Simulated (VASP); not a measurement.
# K (Im-3m) in VASP: single point with revPBE

Aim: the single point of K with revPBE.

Program: VASP 6.6.1. These are calculated values, not measurements. Logs are shortened: lines on timing, memory, paths and dates and some standing lists are left out, and cuts for length are marked.

### 1 The cell of the first run

Symmetry: Im-3m, No. 229, cubic system. Conventional cell: a = 5.421 Å, b = 5.421 Å, c = 5.421 Å, α = 90.00°, β = 90.00°, γ = 90.00°.

### 2 Single point, revPBE

INCAR

```
ALGO = Normal ; EDIFF = 1E-6
ENCUT = 500 ; GGA = RE
GGA_COMPAT = F ; ISIF = 2
ISMEAR = -1 ; LASPH = T
LCHARG = T ; LELF = T
LREAL = F ; LVHAR = T
LWAVE = F ; NBANDS = 10
NELM = 120 ; PREC = Accurate
SIGMA = 0.1
```

KPOINTS

```
k-points
0
Gamma
  4 4 4
```

POSCAR

```
K
1.0
   -2.7107253144      2.7107253144      2.7107253144
    2.7107253144     -2.7107253144      2.7107253144
    2.7107253144      2.7107253144     -2.7107253144
K
1
Direct
    0.0000000000      0.0000000000      0.0000000000
```

Potentials or basis: VASP PAW PBE potentials, release 64 (K_sv).

Launch:

```
$ cat potpaw_PBE.64/K_sv/POTCAR > POTCAR
$ mpirun -np 1 vasp_std > vasp.out
```

OUTCAR:

```text
EDIFF = 1E-6
   ENCUT = 500
   GGA = RE
   ISIF = 2
   ISMEAR = -1
   LASPH = T
   LREAL = F
   NELM = 120
   PREC = Accurate

 ion  position               nearest neighbor table
   1  0.000  0.000  0.000-

  LATTYP: Found a body centered cubic cell.
 ALAT       =     5.4214506288

  Lattice vectors:

 A1 = (  -2.7107253144,   2.7107253144,   2.7107253144)
 A2 = (   2.7107253144,  -2.7107253144,   2.7107253144)
 A3 = (   2.7107253144,   2.7107253144,  -2.7107253144)

Analysis of symmetry for initial positions (statically):
=====================================================================
 Subroutine PRICEL returns:
 Original cell was already a primitive cell.

 Routine SETGRP: Setting up the symmetry group for a
 body centered cubic supercell.

 Subroutine GETGRP returns: Found 48 space group operations
 (whereof 48 operations were pure point group operations)
 out of a pool of 48 trial point group operations.

The static configuration has the point symmetry O_h .

Analysis of symmetry for dynamics (positions and initial velocities):
=====================================================================
 Subroutine PRICEL returns:
 Original cell was already a primitive cell.

 Routine SETGRP: Setting up the symmetry group for a
 body centered cubic supercell.

 Subroutine GETGRP returns: Found 48 space group operations
 (whereof 48 operations were pure point group operations)
 out of a pool of 48 trial point group operations.

The dynamic configuration has the point symmetry O_h .

 Subroutine INISYM returns: Found 48 space group operations
 (whereof 48 operations are pure point group operations),
 and found     1 'primitive' translations

----------------------------------------------------------------------------------------

                                     Primitive cell

  volume of cell :      79.6740

  direct lattice vectors                    reciprocal lattice vectors
    -2.710725314  2.710725314  2.710725314     0.000000000  0.184452477  0.184452477
     2.710725314 -2.710725314  2.710725314     0.184452477  0.000000000  0.184452477
     2.710725314  2.710725314 -2.710725314     0.184452477  0.184452477  0.000000000

  length of vectors
     4.695113970  4.695113970  4.695113970     0.260855195  0.260855195  0.260855195

  position of ions in fractional coordinates (direct lattice)
     0.000000000  0.000000000  0.000000000

  ion indices of the primitive-cell ions
   primitive index   ion index
                 1           1

----------------------------------------------------------------------------------------

 KPOINTS: k-points

Automatic generation of k-mesh.
 Grid dimensions read from file:
 generate k-points for:    4    4    4

 Generating k-lattice:

  Cartesian coordinates                     Fractional coordinates (reciprocal lattice)
     0.000000000  0.046113119  0.046113119     0.250000000  0.000000000  0.000000000
     0.046113119  0.000000000  0.046113119     0.000000000  0.250000000  0.000000000
     0.046113119  0.046113119  0.000000000     0.000000000  0.000000000  0.250000000

  Length of vectors
     0.065213799  0.065213799  0.065213799

  Shift w.r.t. Gamma in fractional coordinates (k-lattice)
     0.000000000  0.000000000  0.000000000

 Subroutine IBZKPT returns following result:
 ===========================================

 Found      8 irreducible k-points:

 Following reciprocal coordinates:
            Coordinates               Weight
  0.000000  0.000000  0.000000      1.000000
  0.250000  0.000000  0.000000     12.000000
  0.500000  0.000000  0.000000      6.000000
  0.250000  0.250000  0.000000     24.000000
  0.250000  0.250000  0.250000      2.000000
 -0.250000  0.250000  0.250000      6.000000
  0.500000  0.500000  0.250000     12.000000
  0.500000  0.500000  0.500000      1.000000
   k-points           NKPTS =      8   k-points in BZ     NKDIM =      8   number of bands    NBANDS=     10
   number of dos      NEDOS =    301   number of ions     NIONS =      1
   total plane-waves  NPLWV =  46656
   dimension x,y,z NGX =    36 NGY =   36 NGZ =   36
   dimension x,y,z NGXF=    72 NGYF=   72 NGZF=   72
   ions per type =               1
   NGX,Y,Z   is equivalent  to a cutoff of  12.75, 12.75, 12.75 a.u.
   NGXF,Y,Z  is equivalent  to a cutoff of  25.49, 25.49, 25.49 a.u.
 SYSTEM =  unknown system
   PREC   = accura    normal or accurate (medium, high low for compatibility)
   ISTART =      0    job   : 0-new  1-cont  2-samecut
   ICHARG =      2    charge: 1-file 2-atom 10-const
   ISPIN  =      1    spin polarized calculation?
   LNONCOLLINEAR =      F non collinear calculations
   LSORBIT =      F    spin-orbit coupling
   LASPH  =      T    aspherical Exc in radial PAW
   ENCUT  =  500.0 eV  36.75 Ry    6.06 a.u.   8.56  8.56  8.56*2*pi/ulx,y,z
   NELM   =    120;   NELMIN=  2; NELMDL= -5     # of ELM steps
   EDIFF  = 0.1E-05   stopping-criterion for ELM
   LREAL  =      F    real-space projection
   EDIFFG = 0.1E-04   stopping-criterion for IOM
   NSW    =      0    number of steps for IOM
   IBRION =     -1    ionic relax: 0-MD 1-quasi-New 2-CG
   NFREE  =      0    steps in history (QN), initial steepest desc. (CG)
   ISIF   =      2    stress and relaxation
   ISYM   =      2    0-nonsym 1-usesym 2-fastsym
   POTIM  = 0.5000    time-step for ionic-motion
   TEBEG  =    0.0;   TEEND  =   0.0 temperature during run
   PSTRESS=    0.0 pullay stress
   NELECT =       9.0000    total number of electrons
   NUPDOWN=      -1.0000    fix difference up-down
   EMIN   =  10.00;   EMAX   =-10.00  energy-range for DOS
   EFERMI =   0.00;   METHOD = LEGACY
   ISMEAR =    -1;   SIGMA  =   0.10  broadening in eV -4-tet -1-fermi 0-gaus
   EFERMI_NEDOS =   21; number of points for ismear=-14 and -15
   IALGO  =     38    algorithm
   IMIX   =      4    mixing-type and parameters
     AMIX     =   0.40;   BMIX     =  1.00
     AMIX_MAG =   1.60;   BMIX_MAG =  1.00
  volume/ion in A,a.u.               =      79.67       537.67
  Fermi-wavevector in a.u.,A,eV,Ry     =   0.791377  1.495486  8.521026  0.626278
  Thomas-Fermi vector in A             =   1.896905
   LORBIT       =      0    0 simple, 1 ext, 2 COOP (PROOUT), +10 PAW based schemes
   GGA     = RE    functional components
   LHFCALC =     F    Hartree Fock is set to
   AEXX    =    0.0000 exact exchange contribution
   IVDW    =     0    specifies the selected vdW correction
   LEPSILON=     F    determine dielectric tensor
   LRPA    =     F    only Hartree local field effects (RPA)
 non-spin polarized calculation
  energy-cutoff  :      500.00
  volume of cell :       79.67
 maximum number of plane-waves:      2038
 NGX is ok and might be reduce to    36
   NGX = 17   NGY = 17   NGZ = 17

 number of electron       8.9999998 magnetization

 Free energy of the ion-electron system (eV)
  ---------------------------------------------------
  ext. energy  EPLUGINS =         0.00000000
  ---------------------------------------------------
  free energy    TOTEN  =        -0.92375027 eV

  energy without entropy =       -0.87067382  energy(sigma->0) =       -0.89721204

 E-fermi :  -0.1977     XC(G=0):  -5.3472

 val. band max:       -0.2136150347   @ k =   0.2500   0.2500   0.0000
 cond. band min:       0.2865964890   @ k =   0.5000   0.0000   0.0000
 fundamental gap:      0.5002115237
 Fermi energy:        -0.1977130889

 k-point     1 :       0.0000    0.0000    0.0000
  band No.  band energies     occupation
      1     -32.4566      2.00000
      2     -15.8791      2.00000
      3     -15.8791      2.00000
      4     -15.8791      2.00000
      5      -2.2184      2.00000
      6       4.0806      0.00000
      7       4.0806      0.00000
      8       4.0806      0.00000
      9       4.9240      0.00000
     10       4.9240      0.00000

 k-point     2 :       0.2500    0.0000    0.0000
  band No.  band energies     occupation
      1     -32.4553      2.00000
      2     -15.9039      2.00000
      3     -15.8876      2.00000
      4     -15.8791      2.00000
      5      -1.5111      2.00000
      6       2.7017      0.00000
      7       3.4199      0.00000
      8       4.6233      0.00000
      9       4.7527      0.00000
     10       4.8541      0.00000

 k-point     3 :       0.5000    0.0000    0.0000
  band No.  band energies     occupation
      1     -32.4539      2.00000
      2     -15.9283      2.00000
      3     -15.8960      2.00000
      4     -15.8790      2.00000
      5       0.2866      0.01564
      6       0.4437      0.00327
      7       2.9785      0.00000
      8       4.5688      0.00000
      9       5.4457      0.00000
     10       5.4611      0.00000

 k-point     4 :       0.2500    0.2500    0.0000
  band No.  band energies     occupation
      1     -32.4539      2.00000
      2     -15.9193      2.00000
      3     -15.8998      2.00000
      4     -15.8842      2.00000
      5      -0.2136      1.07934
      6       1.6552      0.00000
      7       2.1600      0.00000
      8       4.3799      0.00000
      9       4.7702      0.00000
     10       5.4316      0.00000

 k-point     5 :       0.2500    0.2500    0.2500
  band No.  band energies     occupation
      1     -32.4538      2.00000
      2     -15.9030      2.00000
      3     -15.9030      2.00000
      4     -15.9030      2.00000
      5       1.2464      0.00000
      6       1.2464      0.00000
      7       1.2464      0.00000
      8       2.7114      0.00000
      9       5.5270      0.00000
     10       5.5270      0.00000

 k-point     6 :      -0.2500    0.2500    0.2500
  band No.  band energies     occupation
      1     -32.4541      2.00000
      2     -15.9044      2.00000
      3     -15.8966      2.00000
      4     -15.8966      2.00000
      5      -0.8432      1.99686
      6       2.6517      0.00000
      7       3.2580      0.00000
      8       3.2580      0.00000
      9       4.7364      0.00000
     10       4.8939      0.00000

 k-point     7 :       0.5000    0.5000    0.2500
  band No.  band energies     occupation
      1     -32.4528      2.00000
      2     -15.9217      2.00000
      3     -15.9056      2.00000
      4     -15.8972      2.00000
      5       0.8146      0.00008
      6       0.9582      0.00002
      7       2.9495      0.00000
      8       3.0476      0.00000
      9       4.4433      0.00000
     10       5.9168      0.00000

 k-point     8 :       0.5000    0.5000    0.5000
  band No.  band energies     occupation
      1     -32.4518      2.00000
      2     -15.9151      2.00000
      3     -15.9151      2.00000
      4     -15.9151      2.00000
      5       1.5105      0.00000
      6       1.5105      0.00000
      7       3.1014      0.00000
      8       3.1014      0.00000
      9       3.1014      0.00000
     10       5.0001      0.00000

------------------------ aborting loop because EDIFF is reached ----------------------------------------

  FORCE on cell =-STRESS in cart. coord.  units (eV):
  Direction    XX          YY          ZZ          XY          YZ          ZX
  --------------------------------------------------------------------------------------
  -------------------------------------------------------------------------------------
  Total        0.0348382      0.0348382      0.0348382     -0.0000000      0.0000000     -0.0000000
  in kB        0.7005679      0.7005679      0.7005679     -0.0000000      0.0000000     -0.0000000
  external PRESSURE =       0.7005679 kB  Pullay stress =       0.0000000 kB

 VOLUME and BASIS-vectors are now :
 -----------------------------------------------------------------------------
  energy-cutoff  :      500.00
  volume of cell :       79.67
      direct lattice vectors                 reciprocal lattice vectors
    -2.710725314  2.710725314  2.710725314     0.000000000  0.184452477  0.184452477
     2.710725314 -2.710725314  2.710725314     0.184452477  0.000000000  0.184452477
     2.710725314  2.710725314 -2.710725314     0.184452477  0.184452477  0.000000000

 POSITION                                       TOTAL-FORCE (eV/Angst)
 -----------------------------------------------------------------------------------
      0.00000      0.00000      0.00000         0.000000      0.000000     -0.000000
 -----------------------------------------------------------------------------------
    total drift:                               -0.000000      0.000000      0.000000

  FREE ENERGIE OF THE ION-ELECTRON SYSTEM (eV)
  ---------------------------------------------------
  free  energy   TOTEN  =        -0.9237502730 eV

  energy  without entropy=       -0.8706738153  energy(sigma->0) =       -0.89721204
```

Wall time 5.1 s (1 thread of Intel Xeon Platinum 8559C (Emerald Rapids), shared host); peak memory 0.19 GiB.

Results:

- Free energy: -0.9238 eV
- Pressure: 0.1 GPa

Levels at points of the mesh, in eV from the Fermi level:
```csv
k point,band 2,band 3,band 4,band 5,band 6,band 7
"(0.00, 0.00, 0.00)",-15.68,-15.68,-15.68,-2.02,4.28,4.28
"(0.50, 0.00, 0.00)",-15.73,-15.70,-15.68,0.48,0.64,3.18
"(0.50, 0.50, 0.50)",-15.72,-15.72,-15.72,1.71,1.71,3.30
```

Caveat: the k points lie up to 0.41 Å⁻¹ apart; the PAW data sets were made with another functional, which shifts forces and pressure a little.
